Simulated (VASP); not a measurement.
Set up this calculation in VASP 6.6.1, as the native input.

```
Task                   : single point
Functional             : r2SCAN
Potentials or basis    : VASP PAW PBE potentials, release 64 (H)
Cutoff                 : 520 eV
k mesh                 : 10 × 10 × 10
Occupations            : gaussian, width 0.05 eV
Spin                   : no spin polarisation
Dipole correction      : no
Further INCAR settings : ALGO = Normal; EDIFF = 1e-06; NBANDS = 8
```

H:

```xyz
2
Lattice="-1.8395 1.8395 2.0585 1.8395 -1.8395 2.0585 1.8395 1.8395 -2.0585" Properties=species:S:1:pos:R:3 pbc="T T T"
H     0.0000    0.0000    3.7459
H     0.0000    0.0000    0.3711
```

This cell differs from its parent crystal: strain +0.0875 x Voigt [1, 1, 0, 0, 0, 0].

These files were run (other wordings do the same):

POSCAR

```
H
1.0
   -1.8395437361      1.8395437361      2.0584739900
    1.8395437361     -1.8395437361      2.0584739900
    1.8395437361      1.8395437361     -2.0584739900
H
2
Direct
    0.9098622900      0.9098622900      0.0000000000
    0.0901377100      0.0901377100      0.0000000000
```

INCAR.step1

```
SYSTEM = H
PREC = Accurate
ENCUT = 520
ISMEAR = 0
SIGMA = 0.05
LREAL = .False.
LASPH = .True.
NELM = 80
NBANDS = 8
GGA = PE
ALGO = Normal
EDIFF = 1E-4
LWAVE = .True.
LCHARG = .False.
```

INCAR.step2

```
SYSTEM = H
PREC = Accurate
ENCUT = 520
EDIFF = 1E-6
ISMEAR = 0
SIGMA = 0.05
LREAL = .False.
LASPH = .True.
NELM = 80
ALGO = Normal
ISIF = 2
LWAVE = .False.
LCHARG = .False.
METAGGA = R2SCAN
LMIXTAU = .True.
NBANDS = 8
ISTART = 1
```

KPOINTS

```
Automatic mesh
0
Gamma
  10 10 10
  0 0 0
```

Potentials or basis: VASP PAW PBE potentials, release 64 (H).

Run with:

```bash
$ cat potpaw_PBE.64/H/POTCAR > POTCAR
$ cp INCAR.step1 INCAR
$ mpirun -np 1 vasp_std > vasp.out
$ cp INCAR.step2 INCAR
$ mpirun -np 1 vasp_std > vasp.out
```

Results of the run:

```yaml
Pressure: -0.1 GPa
Largest_force: 0.005 eV/Å
Band_gap_on_the_k_mesh: 9.95 eV, indirect (least direct gap 10.58 eV)
```

Caveat: the cell differs from its parent crystal (strain +0.0875 x Voigt [1, 1, 0, 0, 0, 0]); the PAW data sets were made with another functional, which shifts forces and pressure a little.

Wall time 60 s on 1 thread of Intel(R) Xeon(R) Platinum 8488C (Sapphire Rapids), with other jobs on the host, peak memory 0.15 GiB.
